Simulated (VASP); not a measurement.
# PbS (P-6m2) in VASP: settings compared

Aim: see how the results for PbS move with the level of theory and the settings. Levels: BLYP, LDA, PBEsol. Tasks: single point.

Everything below comes from runs of VASP 6.6.1. Logs are shortened: lines on timing, memory, paths and dates and some standing lists are left out, and cuts for length are marked.

## Step 1: The cell of the first run

The structure is hexagonal, space group P-6m2 (No. 187). The conventional cell has a = 4.090 Å, b = 4.090 Å, c = 3.788 Å, α = 90.00°, β = 90.00°, γ = 120.00°. Within 4.0 Å of Pb (site symmetry -6m2) lie 6 S at 3.03 Å and 2 Pb at 3.79 Å. S (site symmetry -6m2) has 6 Pb at 3.03 Å and 2 S at 3.79 Å within 4.0 Å.

## Step 2: Single point, BLYP

Input file INCAR:

```
SYSTEM = PbS
PREC = Accurate
ENCUT = 520
EDIFF = 1E-7
ISMEAR = -1
SIGMA = 0.01
LREAL = .False.
LASPH = .True.
NELM = 80
ALGO = Normal
ISIF = 2
LWAVE = .False.
LCHARG = .True.
GGA = B5
ALDAX = 1.0
AGGAX = 1.0
AGGAC = 1.0
ALDAC = 0.0
LELF = .True.
LVHAR = .True.
NBANDS = 17
```

Input file KPOINTS:

```
regular mesh
0
Gamma
  6 6 6
  0 0 0
```

Input file POSCAR:

```
PbS
1.0
    4.0896980000      0.0000000000      0.0000000000
   -2.0448490000      3.5417820000      0.0000000000
    0.0000000000      0.0000000000      3.7881670000
Pb S
1 1
Direct
    0.0000000000      0.0000000000      0.0000000000
    0.6666666667      0.3333333333      0.5000000000
```

Potentials or basis: VASP PAW PBE potentials, release 64 (Pb_d, S).

The run is started by

```console
$ cat potpaw_PBE.64/Pb_d/POTCAR potpaw_PBE.64/S/POTCAR > POTCAR
$ mpirun -np 1 vasp_std > vasp.out
```

OUTCAR:

```text
SYSTEM = PbS
   PREC = Accurate
   ENCUT = 520
   EDIFF = 1E-7
   ISMEAR = -1
   LREAL = .False.
   LASPH = .True.
   NELM = 80
   ISIF = 2
   GGA = B5

 ion  position               nearest neighbor table
   1  0.000  0.000  0.000-   2 3.03   2 3.03   2 3.03   2 3.03   2 3.03   2 3.03
   2  0.667  0.333  0.500-   1 3.03   1 3.03   1 3.03   1 3.03   1 3.03   1 3.03

  LATTYP: Found a hexagonal cell.
 ALAT       =     4.0896980000
 C/A-ratio  =     0.9262705950

  Lattice vectors:

 A1 = (   4.0896980000,   0.0000000000,   0.0000000000)
 A2 = (  -2.0448490000,   3.5417820000,   0.0000000000)
 A3 = (   0.0000000000,   0.0000000000,   3.7881670000)

Analysis of symmetry for initial positions (statically):
=====================================================================
 Subroutine PRICEL returns:
 Original cell was already a primitive cell.

 Routine SETGRP: Setting up the symmetry group for a
 hexagonal supercell.

 Subroutine GETGRP returns: Found 12 space group operations
 (whereof 12 operations were pure point group operations)
 out of a pool of 24 trial point group operations.

The static configuration has the point symmetry D_3h.

Analysis of symmetry for dynamics (positions and initial velocities):
=====================================================================
 Subroutine PRICEL returns:
 Original cell was already a primitive cell.

 Routine SETGRP: Setting up the symmetry group for a
 hexagonal supercell.

 Subroutine GETGRP returns: Found 12 space group operations
 (whereof 12 operations were pure point group operations)
 out of a pool of 24 trial point group operations.

The dynamic configuration has the point symmetry D_3h.

 Subroutine INISYM returns: Found 12 space group operations
 (whereof 12 operations are pure point group operations),
 and found     1 'primitive' translations

----------------------------------------------------------------------------------------

                                     Primitive cell

  volume of cell :      54.8709

  direct lattice vectors                    reciprocal lattice vectors
     4.089698000  0.000000000  0.000000000     0.244516832  0.141171873  0.000000000
    -2.044849000  3.541782000  0.000000000     0.000000000  0.282343747  0.000000000
     0.000000000  0.000000000  3.788167000     0.000000000  0.000000000  0.263979914

  length of vectors
     4.089698000  4.089697687  3.788167000     0.282343725  0.282343747  0.263979914

  position of ions in fractional coordinates (direct lattice)
     0.000000000  0.000000000  0.000000000
     0.666666667  0.333333333  0.500000000

  ion indices of the primitive-cell ions
   primitive index   ion index
                 1           1
                 2           2

----------------------------------------------------------------------------------------

 KPOINTS: regular mesh

Automatic generation of k-mesh.
 Grid dimensions read from file:
 generate k-points for:    6    6    6

 Generating k-lattice:

  Cartesian coordinates                     Fractional coordinates (reciprocal lattice)
     0.040752805  0.023528646  0.000000000     0.166666667 -0.000000000  0.000000000
     0.000000000  0.047057291  0.000000000     0.000000000  0.166666667  0.000000000
     0.000000000  0.000000000  0.043996652     0.000000000  0.000000000  0.166666667

  Length of vectors
     0.047057288  0.047057291  0.043996652

  Shift w.r.t. Gamma in fractional coordinates (k-lattice)
     0.000000000  0.000000000  0.000000000

 Subroutine IBZKPT returns following result:
 ===========================================

 Found     28 irreducible k-points:

 Following reciprocal coordinates:
            Coordinates               Weight
  0.000000  0.000000  0.000000      1.000000
  0.166667 -0.000000  0.000000      6.000000
  0.333333  0.000000  0.000000      6.000000
  0.500000 -0.000000  0.000000      3.000000
  0.166667  0.166667  0.000000      6.000000
  0.333333  0.166667  0.000000     12.000000
[... 16 lines left out ...]
  0.166667 -0.000000  0.500000      6.000000
  0.333333  0.000000  0.500000      6.000000
 [... further k-points ...]
   k-points           NKPTS =     28   k-points in BZ     NKDIM =     28   number of bands    NBANDS=     17
   number of dos      NEDOS =    301   number of ions     NIONS =      2
   total plane-waves  NPLWV =  25200
   dimension x,y,z NGX =    30 NGY =   30 NGZ =   28
   dimension x,y,z NGXF=    60 NGYF=   60 NGZF=   56
   ions per type =               1   1
   NGX,Y,Z   is equivalent  to a cutoff of  12.19, 12.19, 12.29 a.u.
   NGXF,Y,Z  is equivalent  to a cutoff of  24.39, 24.39, 24.58 a.u.
 SYSTEM =  PbS
   PREC   = accura    normal or accurate (medium, high low for compatibility)
   ISTART =      0    job   : 0-new  1-cont  2-samecut
   ICHARG =      2    charge: 1-file 2-atom 10-const
   ISPIN  =      1    spin polarized calculation?
   LNONCOLLINEAR =      F non collinear calculations
   LSORBIT =      F    spin-orbit coupling
   LASPH  =      T    aspherical Exc in radial PAW
   ENCUT  =  520.0 eV  38.22 Ry    6.18 a.u.   7.60  7.60  7.04*2*pi/ulx,y,z
   NELM   =     80;   NELMIN=  2; NELMDL= -5     # of ELM steps
   EDIFF  = 0.1E-06   stopping-criterion for ELM
   LREAL  =      F    real-space projection
   EDIFFG = 0.1E-05   stopping-criterion for IOM
   NSW    =      0    number of steps for IOM
   IBRION =     -1    ionic relax: 0-MD 1-quasi-New 2-CG
   NFREE  =      0    steps in history (QN), initial steepest desc. (CG)
   ISIF   =      2    stress and relaxation
   ISYM   =      2    0-nonsym 1-usesym 2-fastsym
   POTIM  = 0.5000    time-step for ionic-motion
   TEBEG  =    0.0;   TEEND  =   0.0 temperature during run
   PSTRESS=    0.0 pullay stress
   NELECT =      20.0000    total number of electrons
   NUPDOWN=      -1.0000    fix difference up-down
   EMIN   =  10.00;   EMAX   =-10.00  energy-range for DOS
   EFERMI =   0.00;   METHOD = LEGACY
   ISMEAR =    -1;   SIGMA  =   0.01  broadening in eV -4-tet -1-fermi 0-gaus
   EFERMI_NEDOS =   21; number of points for ismear=-14 and -15
   IALGO  =     38    algorithm
   IMIX   =      4    mixing-type and parameters
     AMIX     =   0.40;   BMIX     =  1.00
     AMIX_MAG =   1.60;   BMIX_MAG =  1.00
  volume/ion in A,a.u.               =      27.44       185.14
  Fermi-wavevector in a.u.,A,eV,Ry     =   1.169421  2.209885 18.606576  1.367545
  Thomas-Fermi vector in A             =   2.305894
   LORBIT       =      0    0 simple, 1 ext, 2 COOP (PROOUT), +10 PAW based schemes
   GGA     = B5    functional components
   LHFCALC =     F    Hartree Fock is set to
   AEXX    =    0.0000 exact exchange contribution
   IVDW    =     0    specifies the selected vdW correction
   LEPSILON=     F    determine dielectric tensor
   LRPA    =     F    only Hartree local field effects (RPA)
 non-spin polarized calculation
  energy-cutoff  :      520.00
  volume of cell :       54.87
 maximum number of plane-waves:      1506
   NGX = 15   NGY = 15   NGZ = 15

 number of electron      19.9999998 magnetization

 Free energy of the ion-electron system (eV)
  ---------------------------------------------------
  ext. energy  EPLUGINS =         0.00000000
  ---------------------------------------------------
  free energy    TOTEN  =        -7.46630541 eV

  energy without entropy =       -7.46628821  energy(sigma->0) =       -7.46629681

 E-fermi :   5.6344     XC(G=0):  -8.8928

 val. band max:        5.5939849984   @ k =   0.0000   0.0000   0.5000
 cond. band min:       5.6819332342   @ k =   0.3333   0.3333   0.0000
 fundamental gap:      0.0879482358
 Fermi energy:         5.6344498594

 k-point     1 :       0.0000    0.0000    0.0000
  band No.  band energies     occupation
      1     -11.3014      2.00000
      2     -11.2786      2.00000
      3     -11.2786      2.00000
      4     -11.1822      2.00000
      5     -11.1822      2.00000
      6      -7.5353      2.00000
[... 9 lines left out ...]
     16      16.7533      0.00000
     17      16.9168      0.00000

 k-point     2 :       0.1667   -0.0000    0.0000
  band No.  band energies     occupation
      1     -11.2964      2.00000
      2     -11.2826      2.00000
      3     -11.2629      2.00000
      4     -11.1903      2.00000
      5     -11.1839      2.00000
      6      -7.3249      2.00000
[... 9 lines left out ...]
     16      15.8173      0.00000
     17      16.3867      0.00000

 k-point     3 :       0.3333    0.0000    0.0000
  band No.  band energies     occupation
      1     -11.3067      2.00000
      2     -11.2704      2.00000
      3     -11.2312      2.00000
      4     -11.2064      2.00000
      5     -11.1874      2.00000
      6      -6.8036      2.00000
[... 9 lines left out ...]
     16      16.4688      0.00000
     17      16.7589      0.00000

 k-point     4 :       0.5000   -0.0000    0.0000
  band No.  band energies     occupation
      1     -11.3144      2.00000
      2     -11.2619      2.00000
      3     -11.2153      2.00000
      4     -11.2144      2.00000
      5     -11.1892      2.00000
      6      -6.4540      2.00000
[... 9 lines left out ...]
     16      16.9343      0.00000
     17      17.0444      0.00000
[... 343 lines left out ...]
      1     -11.2701      2.00000
      2     -11.2701      2.00000
      3     -11.2274      2.00000
      4     -11.2274      2.00000
      5     -11.1842      2.00000
      6      -6.4354      2.00000
[... 9 lines left out ...]
     16      14.4805      0.00000
     17      14.4805      0.00000

 k-point    23 :       0.1667   -0.0000    0.5000
  band No.  band energies     occupation
      1     -11.2731      2.00000
      2     -11.2554      2.00000
      3     -11.2500      2.00000
      4     -11.2304      2.00000
      5     -11.1741      2.00000
      6      -6.2943      2.00000
[... 9 lines left out ...]
     16      14.5863      0.00000
     17      15.5704      0.00000

 k-point    24 :       0.3333    0.0000    0.5000
  band No.  band energies     occupation
      1     -11.2933      2.00000
      2     -11.2811      2.00000
      3     -11.2364      2.00000
      4     -11.2257      2.00000
      5     -11.1524      2.00000
      6      -5.9915      2.00000
[... 9 lines left out ...]
     16      16.2824      0.00000
     17      17.9178      0.00000

 [... further k-points ...]
[... 5 lines left out ...]
  --------------------------------------------------------------------------------------
  -------------------------------------------------------------------------------------
  Total        1.0130175      1.0130173      1.2561903      0.0000000      0.0000000      0.0000000
  in kB       29.5791258     29.5791198     36.6795370      0.0000000      0.0000000      0.0000000
  external PRESSURE =      31.9459275 kB  Pullay stress =       0.0000000 kB

 VOLUME and BASIS-vectors are now :
 -----------------------------------------------------------------------------
  energy-cutoff  :      520.00
  volume of cell :       54.87
      direct lattice vectors                 reciprocal lattice vectors
     4.089698000  0.000000000  0.000000000     0.244516832  0.141171873  0.000000000
    -2.044849000  3.541782000  0.000000000     0.000000000  0.282343747  0.000000000
     0.000000000  0.000000000  3.788167000     0.000000000  0.000000000  0.263979914

 POSITION                                       TOTAL-FORCE (eV/Angst)
 -----------------------------------------------------------------------------------
      0.00000      0.00000      0.00000        -0.000000     -0.000000      0.000000
      2.04485      1.18059      1.89408         0.000000      0.000000      0.000000
 -----------------------------------------------------------------------------------
    total drift:                               -0.000000     -0.000000      0.000000

  FREE ENERGIE OF THE ION-ELECTRON SYSTEM (eV)
  ---------------------------------------------------
  free  energy   TOTEN  =        -7.4663054080 eV

  energy  without entropy=       -7.4662882123  energy(sigma->0) =       -7.46629681
```

It took 48 s on 1 thread of Intel Xeon 8259CL, shared host; peak memory 0.18 GiB.

What came out:

- Free energy: -7.4663 eV
- Pressure: 3.2 GPa
- Band gap on the k mesh: zero (band 10 reaches 5.68 eV, above the bottom of band 11 at 5.33 eV)

Stress tensor (GPa, compression positive):
```
2.96 0.00 0.00
0.00 2.96 0.00
0.00 0.00 3.67
```

Caveat: the PAW data sets were made with another functional, which shifts forces and pressure a little; spin-orbit coupling is left out, which moves the levels of the heavy elements.

## Step 3: Single point, LDA

Input file INCAR:

```
SYSTEM = PbS
PREC = Accurate
ENCUT = 520
EDIFF = 1E-6
ISMEAR = -1
SIGMA = 0.01
LREAL = .False.
LASPH = .True.
NELM = 80
ALGO = Normal
ISIF = 2
LWAVE = .False.
LCHARG = .True.
GGA = CA
LELF = .True.
LVHAR = .True.
NBANDS = 17
```

Input file KPOINTS:

```
Automatic mesh
0
Gamma
  6 6 6
  0 0 0
```

POSCAR is that of step 2.

Potentials or basis: VASP PAW LDA potentials, release 64 (Pb_d, S).

The run is started by

```console
$ cat potpaw_LDA.64/Pb_d/POTCAR potpaw_LDA.64/S/POTCAR > POTCAR
$ mpirun -np 1 vasp_std > vasp.out
```

Run time: 34 s. Hardware: 1 thread of Intel Xeon 8259CL, shared host; peak memory 0.16 GiB.

It converged, with:

* Free energy: -9.6874 eV
* Pressure: -4.5 GPa
* Band gap on the k mesh: zero (band 10 reaches 5.08 eV, above the bottom of band 11 at 4.49 eV)

Stress tensor (GPa, compression positive):
```
-4.33  0.00  0.00
 0.00 -4.33  0.00
 0.00  0.00 -4.79
```

Levels at points of the mesh, in eV from the Fermi level:
```
           k point  band 6  band 7  band 8  band 9  band 10  band 11  band 12  band 13  band 14  band 15
(0.00, 0.00, 0.00)  -13.20   -6.57   -2.24   -1.75    -1.75     3.28     3.28     5.10     6.29     6.79
(0.50, 0.00, 0.00)  -12.08   -8.60   -2.78   -1.93    -1.23     1.77     3.74     5.09     5.23    10.91
(0.00, 0.00, 0.50)  -12.06   -9.11   -1.15   -1.15    -0.05     0.67     3.68     3.68     8.08     8.08
(0.50, 0.00, 0.50)  -11.42   -7.53   -4.19   -4.15    -1.48     1.95     2.60     2.62     8.01    10.43
```

Caveat: spin-orbit coupling is left out, which moves the levels of the heavy elements.

## Step 4: Single point, PBEsol

Input file INCAR:

```
PREC = Accurate ; ENCUT = 520
EDIFF = 1E-6 ; ISMEAR = -1
SIGMA = 0.01 ; LREAL = False
LASPH = True ; NELM = 100
ALGO = Normal ; ISIF = 2
LWAVE = False ; LCHARG = False
GGA = PS ; NBANDS = 17
```

Input file KPOINTS:

```
Automatic mesh
0
Gamma
  6 6 6
```

POSCAR is that of step 3.

Potentials or basis: VASP PAW PBE potentials, release 64 (Pb_d, S).

The run is started by

```console
$ cat potpaw_PBE.64/Pb_d/POTCAR potpaw_PBE.64/S/POTCAR > POTCAR
$ mpirun -np 1 vasp_std > vasp.out
```

OUTCAR:

```text
PREC = Accurate
   ENCUT = 520
   EDIFF = 1E-6
   ISMEAR = -1
   LREAL = False
   LASPH = True
   NELM = 100
   ISIF = 2
   GGA = PS

 ion  position               nearest neighbor table
   1  0.000  0.000  0.000-   2 3.03   2 3.03   2 3.03   2 3.03   2 3.03   2 3.03
   2  0.667  0.333  0.500-   1 3.03   1 3.03   1 3.03   1 3.03   1 3.03   1 3.03

  LATTYP: Found a hexagonal cell.
 ALAT       =     4.0896980000
 C/A-ratio  =     0.9262705950

  Lattice vectors:

 A1 = (   4.0896980000,   0.0000000000,   0.0000000000)
 A2 = (  -2.0448490000,   3.5417820000,   0.0000000000)
 A3 = (   0.0000000000,   0.0000000000,   3.7881670000)

Analysis of symmetry for initial positions (statically):
=====================================================================
 Subroutine PRICEL returns:
 Original cell was already a primitive cell.

 Routine SETGRP: Setting up the symmetry group for a
 hexagonal supercell.

 Subroutine GETGRP returns: Found 12 space group operations
 (whereof 12 operations were pure point group operations)
 out of a pool of 24 trial point group operations.

[... 155 lines left out ...]
  ext. energy  EPLUGINS =         0.00000000
  ---------------------------------------------------
  free energy    TOTEN  =        -9.18997366 eV

  energy without entropy =       -9.18996537  energy(sigma->0) =       -9.18996951

 E-fermi :   5.1194     XC(G=0):  -9.6405

 val. band max:        5.0700420285   @ k =   0.0000   0.0000   0.5000
 cond. band min:       5.1757593891   @ k =   0.3333   0.3333   0.0000
 fundamental gap:      0.1057173606
 Fermi energy:         5.1194170668

 k-point     1 :       0.0000    0.0000    0.0000
  band No.  band energies     occupation
      1     -11.7619      2.00000
      2     -11.7370      2.00000
      3     -11.7370      2.00000
      4     -11.6389      2.00000
      5     -11.6389      2.00000
      6      -8.1120      2.00000
[... 457 lines left out ...]
      4     -11.6828      2.00000
      5     -11.6079      2.00000
      6      -6.5241      2.00000
[... 9 lines left out ...]
     16      15.5536      0.00000
     17      17.2673      0.00000

 [... further k-points ...]
[... 5 lines left out ...]
  --------------------------------------------------------------------------------------
  -------------------------------------------------------------------------------------
  Total       -1.0004579     -1.0004577     -1.0756938      0.0000000      0.0000000     -0.0000000
  in kB      -29.2123988    -29.2123929    -31.4092127      0.0000000      0.0000000     -0.0000000
  external PRESSURE =     -29.9446681 kB  Pullay stress =       0.0000000 kB

 VOLUME and BASIS-vectors are now :
 -----------------------------------------------------------------------------
  energy-cutoff  :      520.00
  volume of cell :       54.87
      direct lattice vectors                 reciprocal lattice vectors
     4.089698000  0.000000000  0.000000000     0.244516832  0.141171873  0.000000000
    -2.044849000  3.541782000  0.000000000     0.000000000  0.282343747  0.000000000
     0.000000000  0.000000000  3.788167000     0.000000000  0.000000000  0.263979914

 POSITION                                       TOTAL-FORCE (eV/Angst)
 -----------------------------------------------------------------------------------
      0.00000      0.00000      0.00000         0.000000     -0.000000      0.000000
      2.04485      1.18059      1.89408        -0.000000      0.000000      0.000000
 -----------------------------------------------------------------------------------
    total drift:                               -0.000000      0.000000      0.000000

  FREE ENERGIE OF THE ION-ELECTRON SYSTEM (eV)
  ---------------------------------------------------
  free  energy   TOTEN  =        -9.1899736585 eV

  energy  without entropy=       -9.1899653653  energy(sigma->0) =       -9.18996951
```

Run time: 24 s. Hardware: 1 thread of Intel Xeon 8259CL, shared host; peak memory 0.17 GiB.

Results:

* Free energy: -9.1900 eV
* Pressure: -3.0 GPa
* Band gap on the k mesh: zero (band 10 reaches 5.18 eV, above the bottom of band 11 at 4.64 eV)

Stress tensor (GPa, compression positive):
```
-2.92  0.00  0.00
 0.00 -2.92  0.00
 0.00  0.00 -3.14
```

Caveat: the PAW data sets were made with another functional, which shifts forces and pressure a little; spin-orbit coupling is left out, which moves the levels of the heavy elements.

## Step 5: Overview

| level | potentials or basis | gap on the mesh (eV) | pressure (GPa) |
| --- | --- | --- | --- |
| BLYP | VASP PAW PBE potentials, release 64 (Pb_d, S) | none | 3.2 |
| LDA | VASP PAW LDA potentials, release 64 (Pb_d, S) | none | -4.5 |
| PBEsol | VASP PAW PBE potentials, release 64 (Pb_d, S) | none | -3.0 |

Alike in all rows: task single point; no spin polarisation; cell as given; k mesh 6 × 6 × 6; cutoff (eV) 520; smearing fermi-dirac 0.01 eV.

Caveats: spin-orbit coupling is left out, which moves the levels of the heavy elements; the PAW data sets were made with another functional, which shifts forces and pressure a little (some runs).

Absolute energies hang on the potentials; compare differences alone.
